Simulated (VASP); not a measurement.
Crystal: C.

```
C
1.0
     0.00000    1.99973    1.82757
     1.47000    0.00000    1.82757
     1.47000    1.99973    0.00000
C
2
Direct
  0.50000 0.50000 0.50000
  0.75000 0.75000 0.75000
```

This cell differs from its parent crystal: strain +e along x and -e along y -0.1500, strain +e along z and -e/2 along x and y +0.0350.

Base run:

- Program: VASP 6.6.1
- Functional: LDA
- Potentials or basis: VASP PAW LDA potentials, release 64 (C)
- Cutoff: 520 eV
- k mesh: 12 × 12 × 12
- Occupations: gaussian, width 0.05 eV
- Spin: no spin polarisation

Its results: band gap on the k mesh zero (band 4 reaches 12.81 eV, above the bottom of band 5 at 10.82 eV); pressure 14.0 GPa.

Task: The run is repeated on the same cell with these changes: potentials or basis from VASP PAW LDA potentials, release 64 (C) to VASP PAW LDA potentials, release 64 (C_h); cutoff from 520 eV to 910 eV. What comes out?

Result: Band gap on the k mesh zero (band 4 reaches 14.02 eV, above the bottom of band 5 at 12.03 eV); pressure 13.1 GPa.

Caveats: the cutoff is under 1.25 times the usual one of these potentials, so pressure, stress and relaxed cells hold a basis-set (Pulay) error (some runs).
